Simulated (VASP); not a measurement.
A run of VASP 6.6.1 is set up as follows.

The input INCAR:

```
PREC = Accurate
ENCUT = 500
EDIFF = 1E-6
ISMEAR = 0
SIGMA = 0.01
LREAL = F
LASPH = T
NELM = 120
ALGO = Normal
ISIF = 2
LWAVE = F
LCHARG = T
GGA = PS
LELF = T
LVHAR = T
NBANDS = 24
GGA_COMPAT = F
```

KPOINTS

```
Automatic mesh
0
Gamma
  3 3 2
```

POSCAR

```
KI
1.0
    2.5126600000     -4.2552270000      0.0000000000
    2.5126600000      4.2552270000      0.0000000000
    0.0000000000      0.0000000000      8.6765890000
K I
2 2
Direct
    0.5000000000      0.5000000000      0.5000000000
    0.5000000000      0.5000000000      0.0000000000
    0.8402300000      0.1597700000      0.2500000000
    0.1597700000      0.8402300000      0.7500000000
```

Potentials or basis: VASP PAW PBE potentials, release 64 (K_sv, I).

Command:

```bash
$ cat potpaw_PBE.64/K_sv/POTCAR potpaw_PBE.64/I/POTCAR > POTCAR
$ mpirun -np 1 vasp_std > vasp.out
```

Problem. What does it give for the pressure?

Solution. -0.7 GPa.

Problem. Predict the largest force.

Solution. 0.030 eV/Å.

Problem. Estimate the band gap on the k mesh.

Solution. 3.61 eV.

Forces on the atoms (eV/Å):
```
K    0.000  0.000  0.000
K    0.000  0.000  0.000
I    0.000  0.030  0.000
I    0.000 -0.030  0.000
```

Caveat: the k points lie up to 0.48 Å⁻¹ apart; the PAW data sets were made with another functional, which shifts forces and pressure a little; spin-orbit coupling is left out, which moves the levels of the heavy elements.
